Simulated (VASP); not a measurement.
A run of VASP 6.6.1:

Contents of INCAR:

```
SYSTEM = AlN
PREC     = Accurate       ! precision mode
ENCUT    = 520            ! plane-wave cutoff, eV
EDIFF    = 1E-7           ! SCF threshold, eV
ISMEAR   = 0              ! smearing method
SIGMA    = 0.02           ! smearing width, eV
LREAL    = .FALSE.        ! projectors in reciprocal space
LASPH    = .TRUE.         ! aspherical terms in the spheres
NELM     = 100            ! most SCF steps
ALGO     = Normal         ! electronic algorithm
ISIF     = 2              ! what is computed and relaxed
LWAVE    = .FALSE.        ! write WAVECAR
LCHARG   = .FALSE.        ! write CHGCAR
GGA      = PE             ! functional
NBANDS   = 16             ! bands
```

File KPOINTS:

```
Automatic mesh
0
G
  8 8 6
  0 0 0
```

File POSCAR:

```
AlN
1.0
    2.2676347185      2.2676347185      0.0000000000
   -2.2676347185      2.2676347185      0.0000000000
    0.0000000000      0.0000000000      4.5352694371
Al N
2 2
Direct
    0.0000000000      0.0000000000      0.0000000000
    0.5000000000      0.5000000000      0.5000000000
    0.5000000000      0.0000000000      0.2500000000
    0.0000000000      0.5000000000      0.7500000000
```

Potentials or basis: VASP PAW PBE potentials, release 64 (Al, N).

Run with:

```bash
$ cat potpaw_PBE.64/Al/POTCAR potpaw_PBE.64/N/POTCAR > POTCAR
$ mpirun -np 1 vasp_std > vasp.out
```

Hardware: 1 thread of AMD EPYC 9R45 96-Core Processor (Zen 5), with other jobs on the host.

Q: How long does it take, and how much memory?

A: Wall time 17 s on 1 thread of AMD EPYC 9R45 96-Core Processor (Zen 5) (shared host), peak memory 0.14 GiB. Counts: scf iterations 14, k points 60.
